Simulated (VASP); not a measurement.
# PbO (P4/nmm) in VASP: notebook

PbO is run at these levels: PBE+D3(BJ); tasks: relaxation of shape and atoms at fixed volume.

Everything below comes from runs of VASP 6.6.1. Logs are shortened: lines on timing, memory, paths and dates and some standing lists are left out, and cuts for length are marked.

## (1) The cell of the first run

Symmetry: P4/nmm, No. 129, tetragonal system. The conventional cell has a = 4.074 Å, b = 4.074 Å, c = 5.043 Å, α = 90.00°, β = 90.00°, γ = 90.00°. Pb (site symmetry 4mm) has 4 O at 2.36 Å within 3.1 Å. O (site symmetry -4m2) has 4 Pb at 2.36 Å and 4 O at 2.88 Å within 3.1 Å.

## (2) Relaxation of shape and atoms at fixed volume, PBE+D3(BJ) (20.93 Å³/atom)

Input file INCAR:

```
ALGO = Normal
EDIFF = 1E-6
EDIFFG = -0.01
ENCUT = 600
GGA = PE
IBRION = 2
ISIF = 4
ISMEAR = 0
IVDW = 12
LASPH = True
LCHARG = False
LREAL = False
LWAVE = False
NELM = 60
NSW = 50
PREC = Accurate
SIGMA = 0.02
```

Input file KPOINTS:

```
k-points
0
Gamma
  8 8 6
```

Input file POSCAR:

```
PbO
1.0
    4.0743318495      0.0000000000      0.0000000000
    0.0000000000      4.0743318495      0.0000000000
    0.0000000000      0.0000000000      5.0426572026
Pb O
2 2
Direct
    0.0000000000      0.5000000000      0.2377510646
    0.5000000000      0.0000000000      0.7622489354
    0.0000000000      0.0000000000      0.0000000000
    0.5000000000      0.5000000000      0.0000000000
```

Potentials or basis: VASP PAW PBE potentials, release 64 (Pb_d, O).

On the command line:

```bash
$ cat potpaw_PBE.64/Pb_d/POTCAR potpaw_PBE.64/O/POTCAR > POTCAR
$ mpirun -np 1 vasp_std > vasp.out
```

OUTCAR:

```text
EDIFF = 1E-6
   EDIFFG = -0.01
   ENCUT = 600
   GGA = PE
   IBRION = 2
   ISIF = 4
   ISMEAR = 0
   IVDW = 12
   LASPH = True
   LREAL = False
   NELM = 60
   NSW = 50
   PREC = Accurate
 IVDW          = 12

 ion  position               nearest neighbor table
   1  0.000  0.500  0.238-   3 2.36   4 2.36   3 2.36   4 2.36   2 3.75   2 3.75   2 3.75   2 3.75
                             2 3.91   2 3.91   2 3.91   2 3.91
   2  0.500  0.000  0.762-   3 2.36   4 2.36   4 2.36   3 2.36   1 3.75   1 3.75   1 3.75   1 3.75
                             1 3.91   1 3.91   1 3.91   1 3.91
   3  0.000  0.000  0.000-   1 2.36   2 2.36   1 2.36   2 2.36
   4  0.500  0.500  0.000-   1 2.36   2 2.36   2 2.36   1 2.36

  LATTYP: Found a simple tetragonal cell.
 ALAT       =     4.0743318495
 C/A-ratio  =     1.2376648218

  Lattice vectors:

 A1 = (   4.0743318495,   0.0000000000,   0.0000000000)
 A2 = (   0.0000000000,   4.0743318495,   0.0000000000)
 A3 = (   0.0000000000,   0.0000000000,   5.0426572026)

Analysis of symmetry for initial positions (statically):
=====================================================================
 Subroutine PRICEL returns:
 Original cell was already a primitive cell.

 Routine SETGRP: Setting up the symmetry group for a
 simple tetragonal supercell.

 Subroutine GETGRP returns: Found 16 space group operations
 (whereof  8 operations were pure point group operations)
 out of a pool of 16 trial point group operations.

The static configuration has the point symmetry D_2d.
 The point group associated with its full space group is D_4h.

Analysis of symmetry for dynamics (positions and initial velocities):
=====================================================================
 Subroutine PRICEL returns:
 Original cell was already a primitive cell.

 Routine SETGRP: Setting up the symmetry group for a
 simple tetragonal supercell.

 Subroutine GETGRP returns: Found 16 space group operations
 (whereof  8 operations were pure point group operations)
 out of a pool of 16 trial point group operations.

The dynamic configuration has the point symmetry D_2d.
 The point group associated with its full space group is D_4h.

 Subroutine INISYM returns: Found 16 space group operations
 (whereof  8 operations are pure point group operations),
 and found     1 'primitive' translations

----------------------------------------------------------------------------------------

                                     Primitive cell

  volume of cell :      83.7090

  direct lattice vectors                    reciprocal lattice vectors
     4.074331850  0.000000000  0.000000000     0.245439016  0.000000000  0.000000000
     0.000000000  4.074331850  0.000000000     0.000000000  0.245439016  0.000000000
     0.000000000  0.000000000  5.042657203     0.000000000  0.000000000  0.198308146

  length of vectors
     4.074331850  4.074331850  5.042657203     0.245439016  0.245439016  0.198308146

  position of ions in fractional coordinates (direct lattice)
     0.000000000  0.500000000  0.237751065
     0.500000000  0.000000000  0.762248935
     0.000000000  0.000000000  0.000000000
     0.500000000  0.500000000  0.000000000

  ion indices of the primitive-cell ions
   primitive index   ion index
                 1           1
                 2           2
                 3           3
                 4           4

----------------------------------------------------------------------------------------

 KPOINTS: k-points

Automatic generation of k-mesh.
 Grid dimensions read from file:
 generate k-points for:    8    8    6

 Generating k-lattice:

  Cartesian coordinates                     Fractional coordinates (reciprocal lattice)
     0.030679877  0.000000000  0.000000000     0.125000000  0.000000000  0.000000000
     0.000000000  0.030679877  0.000000000     0.000000000  0.125000000  0.000000000
     0.000000000  0.000000000  0.033051358     0.000000000  0.000000000  0.166666667

  Length of vectors
     0.030679877  0.030679877  0.033051358

  Shift w.r.t. Gamma in fractional coordinates (k-lattice)
     0.000000000  0.000000000  0.000000000

 Subroutine IBZKPT returns following result:
 ===========================================

 Found     60 irreducible k-points:

 Following reciprocal coordinates:
            Coordinates               Weight
  0.000000  0.000000  0.000000      1.000000
  0.125000  0.000000  0.000000      4.000000
  0.250000  0.000000  0.000000      4.000000
  0.375000  0.000000  0.000000      4.000000
  0.500000  0.000000  0.000000      2.000000
  0.125000  0.125000  0.000000      4.000000
[... 16 lines left out ...]
  0.375000  0.125000  0.166667     16.000000
  0.500000  0.125000  0.166667      8.000000
 [... further k-points ...]
   k-points           NKPTS =     60   k-points in BZ     NKDIM =     60   number of bands    NBANDS=     24
   number of dos      NEDOS =    301   number of ions     NIONS =      4
   total plane-waves  NPLWV =  51840
   dimension x,y,z NGX =    36 NGY =   36 NGZ =   40
   dimension x,y,z NGXF=    72 NGYF=   72 NGZF=   80
   ions per type =               2   2
   NGX,Y,Z   is equivalent  to a cutoff of  14.69, 14.69, 13.19 a.u.
   NGXF,Y,Z  is equivalent  to a cutoff of  29.38, 29.38, 26.37 a.u.
 SYSTEM =  unknown system
   PREC   = accura    normal or accurate (medium, high low for compatibility)
   ISTART =      0    job   : 0-new  1-cont  2-samecut
   ICHARG =      2    charge: 1-file 2-atom 10-const
   ISPIN  =      1    spin polarized calculation?
   LNONCOLLINEAR =      F non collinear calculations
   LSORBIT =      F    spin-orbit coupling
   LASPH  =      T    aspherical Exc in radial PAW
   ENCUT  =  600.0 eV  44.10 Ry    6.64 a.u.   8.14  8.14 10.07*2*pi/ulx,y,z
   NELM   =     60;   NELMIN=  2; NELMDL= -5     # of ELM steps
   EDIFF  = 0.1E-05   stopping-criterion for ELM
   LREAL  =      F    real-space projection
   EDIFFG = -.1E-01   stopping-criterion for IOM
   NSW    =     50    number of steps for IOM
   IBRION =      2    ionic relax: 0-MD 1-quasi-New 2-CG
   NFREE  =      1    steps in history (QN), initial steepest desc. (CG)
   ISIF   =      4    stress and relaxation
   ISYM   =      2    0-nonsym 1-usesym 2-fastsym
   POTIM  = 0.5000    time-step for ionic-motion
   TEBEG  =    0.0;   TEEND  =   0.0 temperature during run
   PSTRESS=    0.0 pullay stress
   NELECT =      40.0000    total number of electrons
   NUPDOWN=      -1.0000    fix difference up-down
   EMIN   =  10.00;   EMAX   =-10.00  energy-range for DOS
   EFERMI =   0.00;   METHOD = LEGACY
   ISMEAR =     0;   SIGMA  =   0.02  broadening in eV -4-tet -1-fermi 0-gaus
   EFERMI_NEDOS =   21; number of points for ismear=-14 and -15
   IALGO  =     38    algorithm
   IMIX   =      4    mixing-type and parameters
     AMIX     =   0.40;   BMIX     =  1.00
     AMIX_MAG =   1.60;   BMIX_MAG =  1.00
  volume/ion in A,a.u.               =      20.93       141.22
  Fermi-wavevector in a.u.,A,eV,Ry     =   1.279884  2.418631 22.287759  1.638104
  Thomas-Fermi vector in A             =   2.412344
   LORBIT       =      0    0 simple, 1 ext, 2 COOP (PROOUT), +10 PAW based schemes
   GGA     = PE    functional components
   LHFCALC =     F    Hartree Fock is set to
   AEXX    =    0.0000 exact exchange contribution
   IVDW    =    12    specifies the selected vdW correction
   LEPSILON=     F    determine dielectric tensor
   LRPA    =     F    only Hartree local field effects (RPA)
 conjugate gradient relaxation of ions
 non-spin polarized calculation
 Gauss-broadening in eV      SIGMA  =   0.02
  energy-cutoff  :      600.00
  volume of cell :       83.71
 maximum number of plane-waves:      2832
 NGX is ok and might be reduce to    36
   NGX = 17   NGY = 17   NGZ = 21

--------------------------------------- Ionic step        1  -------------------------------------------

 number of electron      40.0000007 magnetization

 Free energy of the ion-electron system (eV)
  ---------------------------------------------------
  ext. energy  EPLUGINS =         0.00000000
  ---------------------------------------------------
  free energy    TOTEN  =       -21.48174018 eV

  energy without entropy =      -21.48174018  energy(sigma->0) =      -21.48174018

------------------------ aborting loop because EDIFF is reached ----------------------------------------

 Edisp (eV)   -0.90703

 E8    (eV) :    -0.4162

  FORCE on cell =-STRESS in cart. coord.  units (eV):
  Direction    XX          YY          ZZ          XY          YZ          ZX
  --------------------------------------------------------------------------------------
  -------------------------------------------------------------------------------------
  Total      -1.17473    -1.17473    -0.99696     0.00000     0.00000     0.00000
  in kB     -22.48411   -22.48411   -19.08168     0.00000     0.00000     0.00000
  external pressure =      -21.35 kB  Pullay stress =        0.00 kB

 VOLUME and BASIS-vectors are now :
 -----------------------------------------------------------------------------
  energy-cutoff  :      600.00
  volume of cell :       83.71
      direct lattice vectors                 reciprocal lattice vectors
     4.074331850  0.000000000  0.000000000     0.245439016  0.000000000  0.000000000
     0.000000000  4.074331850  0.000000000     0.000000000  0.245439016  0.000000000
     0.000000000  0.000000000  5.042657203     0.000000000  0.000000000  0.198308146
[... 127 lines left out ...]
 POSITION                                       TOTAL-FORCE (eV/Angst)
 -----------------------------------------------------------------------------------
      0.00000      2.03155      1.18092        -0.000000      0.000000      0.009570
      2.03155      0.00000      3.88967         0.000000      0.000000     -0.009570
      4.06310      0.00000     -0.00000        -0.000000     -0.000000      0.000000
      2.03155      2.03155     -0.00000         0.000000      0.000000      0.000000
 -----------------------------------------------------------------------------------
    total drift:                                0.000000      0.000000      0.000000

  FREE ENERGIE OF THE ION-ELECTRON SYSTEM (eV)
  ---------------------------------------------------
  free  energy   TOTEN  =       -22.3978503138 eV

  energy  without entropy=      -22.3978503138  energy(sigma->0) =      -22.39785031

--------------------------------------- Ionic step        5  -------------------------------------------

 number of electron      40.0000000 magnetization

 Free energy of the ion-electron system (eV)
  ---------------------------------------------------
  ext. energy  EPLUGINS =         0.00000000
  ---------------------------------------------------
  free energy    TOTEN  =       -21.49294680 eV

  energy without entropy =      -21.49294680  energy(sigma->0) =      -21.49294680

 E-fermi :   4.6621     XC(G=0):  -9.5560

 val. band max:        4.5500150115   @ k =   0.1250   0.0000   0.0000
 cond. band min:       5.9309526955   @ k =   0.5000   0.5000   0.0000
 fundamental gap:      1.3809376840
 Fermi energy:         4.6620567445

 k-point     1 :       0.0000    0.0000    0.0000
  band No.  band energies     occupation
      1     -13.4620      2.00000
      2     -13.0402      2.00000
      3     -11.3695      2.00000
      4     -11.3695      2.00000
      5     -11.3196      2.00000
      6     -11.2917      2.00000
[... 16 lines left out ...]
     23      10.1898      0.00000
     24      10.1898      0.00000
[... 598 lines left out ...]
      2     -13.1851      2.00000
      3     -11.3045      2.00000
      4     -11.3045      2.00000
      5     -11.2672      2.00000
      6     -11.2672      2.00000
[... 16 lines left out ...]
     23      10.2185      0.00000
     24      10.2185      0.00000

 [... further k-points ...]

------------------------ aborting loop because EDIFF is reached ----------------------------------------

 Edisp (eV)   -0.90626

 E8    (eV) :    -0.4156

  FORCE on cell =-STRESS in cart. coord.  units (eV):
  Direction    XX          YY          ZZ          XY          YZ          ZX
  --------------------------------------------------------------------------------------
  -------------------------------------------------------------------------------------
  Total      -0.34113    -0.34113    -0.35626     0.00000     0.00000     0.00000
  in kB      -6.52926    -6.52926    -6.81885     0.00000     0.00000     0.00000
  external pressure =       -6.63 kB  Pullay stress =        0.00 kB

 VOLUME and BASIS-vectors are now :
 -----------------------------------------------------------------------------
  energy-cutoff  :      600.00
  volume of cell :       83.71
      direct lattice vectors                 reciprocal lattice vectors
     4.042621278  0.000000000  0.000000000     0.247364255  0.000000000  0.000000000
     0.000000000  4.042621278 -0.000000000     0.000000000  0.247364255  0.000000000
     0.000000000  0.000000000  5.122077305     0.000000000  0.000000000  0.195233289

 POSITION                                       TOTAL-FORCE (eV/Angst)
 -----------------------------------------------------------------------------------
      0.00000      2.02131      1.19012        -0.000000      0.000000     -0.000183
      2.02131      0.00000      3.93196         0.000000      0.000000      0.000183
      0.00000      0.00000     -0.00000        -0.000000     -0.000000      0.000000
      2.02131      2.02131      5.12208         0.000000      0.000000      0.000000
 -----------------------------------------------------------------------------------
    total drift:                                0.000000     -0.000000      0.000000

  FREE ENERGIE OF THE ION-ELECTRON SYSTEM (eV)
  ---------------------------------------------------
  free  energy   TOTEN  =       -22.3992103823 eV

  energy  without entropy=      -22.3992103823  energy(sigma->0) =      -22.39921038

 reached required accuracy - stopping structural energy minimisation
```

Run time: 9.6 min. Hardware: 1 thread of Intel Xeon 8259CL, shared host; peak memory 0.32 GiB.

What came out:

```yaml
Free_energy: -22.3992 eV
Energy_gained_by_relaxing: 2.6 meV/atom
Ionic_steps: 5
Pressure_after_relaxing: -0.7 GPa
Band_gap_on_the_k_mesh: 1.38 eV (least direct gap 2.21 eV)
Dispersion_energy_per_atom: -0.227 eV
```

Step by step:
| step | energy change (eV) | largest force (eV/Å) | pressure (GPa) | volume (Å³) |
| --- | --- | --- | --- | --- |
| 1 | 0.0000 | 0.3257 | -2.13 | 83.71 |
| 2 | -0.0071 | 0.1001 | -1.39 | 83.71 |
| 3 | -0.0080 | 0.0150 | -1.01 | 83.71 |
| 4 | -0.0091 | 0.0096 | -0.91 | 83.71 |
| 5 | -0.0104 | 0.0002 | -0.66 | 83.71 |

Final structure:
```yaml
crystal:
  lattice:
    - [4.04262, 0.00000, 0.00000]
    - [0.00000, 4.04262, 0.00000]
    - [0.00000, 0.00000, 5.12208]
  atoms:
    - { symbol: Pb, position: [0.00000, 0.50000, 0.23235] }
    - { symbol: Pb, position: [0.50000, 0.00000, 0.76765] }
    - { symbol: O, position: [0.00000, 0.00000, 0.00000] }
    - { symbol: O, position: [0.50000, 0.50000, 0.00000] }
```

Caveat: spin-orbit coupling is left out, which moves the levels of the heavy elements. A k mesh can miss the band edges.

## (3) Relaxation of shape and atoms at fixed volume, PBE+D3(BJ) (21.54 Å³/atom)

This run uses another cell than the first one, of 21.54 Å³/atom.

Input file INCAR:

```
SYSTEM = PbO
PREC = Accurate
ENCUT = 600
EDIFF = 1E-6
ISMEAR = 0
SIGMA = 0.02
LREAL = .False.
LASPH = .True.
NELM = 100
ALGO = Normal
ISIF = 4
LWAVE = .False.
LCHARG = .False.
GGA = PE
IVDW = 12
IBRION = 2
NSW = 50
EDIFFG = -0.01
```

Input file KPOINTS:

```
Automatic mesh
0
Gamma
  8 8 6
  0 0 0
```

Input file POSCAR:

```
PbO
1.0
    4.0841206057      0.0000000000      0.0000000000
    0.0000000000      4.0841206057      0.0000000000
    0.0000000000      0.0000000000      5.1646841535
Pb O
2 2
Direct
    0.0000000000      0.5000000000      0.2319940415
    0.5000000000      0.0000000000      0.7680059585
    0.0000000000      0.0000000000      0.0000000000
    0.5000000000      0.5000000000      0.0000000000
```

Potentials or basis: VASP PAW PBE potentials, release 64 (Pb_d, O).

On the command line:

```bash
$ cat potpaw_PBE.64/Pb_d/POTCAR potpaw_PBE.64/O/POTCAR > POTCAR
$ mpirun -np 1 vasp_std > vasp.out
```

Run time: 10 min. Hardware: 1 thread of Intel Xeon 8259CL, shared host; peak memory 0.33 GiB.

Results (log left out):

```yaml
Free_energy: -22.3887 eV
Energy_gained_by_relaxing: 2.8 meV/atom
Ionic_steps: 5
Pressure_after_relaxing: -1.0 GPa
Largest_force_after_relaxing: 0.007 eV/Å
Band_gap_on_the_k_mesh: 1.50 eV (least direct gap 2.12 eV)
Dispersion_energy_per_atom: -0.220 eV
```

Forces on the atoms (eV/Å):
```
Pb   0.000  0.000 -0.007
Pb   0.000  0.000  0.007
O    0.000  0.000  0.000
O    0.000  0.000  0.000
```

Step by step:
```tsv
step	energy change (eV)	largest force (eV/Å)	pressure (GPa)	volume (Å³)
1	0.0000	0.3168	-2.55	86.15
2	-0.0071	0.1055	-1.83	86.15
3	-0.0083	0.0210	-1.40	86.15
4	-0.0097	0.0118	-1.31	86.15
5	-0.0113	0.0069	-1.03	86.15
```

Final structure:
```
CELL_PARAMETERS angstrom
4.04603 0.00000 0.00000
0.00000 4.04603 0.00000
0.00000 0.00000 5.26239
ATOMIC_POSITIONS crystal
Pb 0.00000 0.50000 0.22662
Pb 0.50000 0.00000 0.77338
O 0.00000 0.00000 0.00000
O 0.50000 0.50000 0.00000
```

Levels at points of the mesh, in eV from the valence-band top:
```csv
k point,band 17,band 18,band 19,band 20,band 21,band 22,band 23,band 24
"(0.00, 0.00, 0.00)",-1.50,-1.48,-1.48,-0.01,2.12,5.04,5.73,5.73
"(0.50, 0.00, 0.00)",-2.76,-2.76,-1.42,-1.42,3.25,3.25,6.12,6.12
"(0.50, 0.50, 0.00)",-1.58,-1.58,-0.87,-0.87,1.50,1.50,5.25,5.25
"(0.00, 0.00, 0.50)",-1.53,-1.50,-1.50,-0.78,1.88,4.23,4.23,4.27
"(0.50, 0.00, 0.50)",-2.73,-2.73,-0.89,-0.89,2.97,2.97,6.32,6.32
"(0.50, 0.50, 0.50)",-2.00,-2.00,-0.87,-0.87,3.58,3.58,4.37,4.37
```

Caveat: spin-orbit coupling is left out, which moves the levels of the heavy elements. A k mesh can miss the band edges.
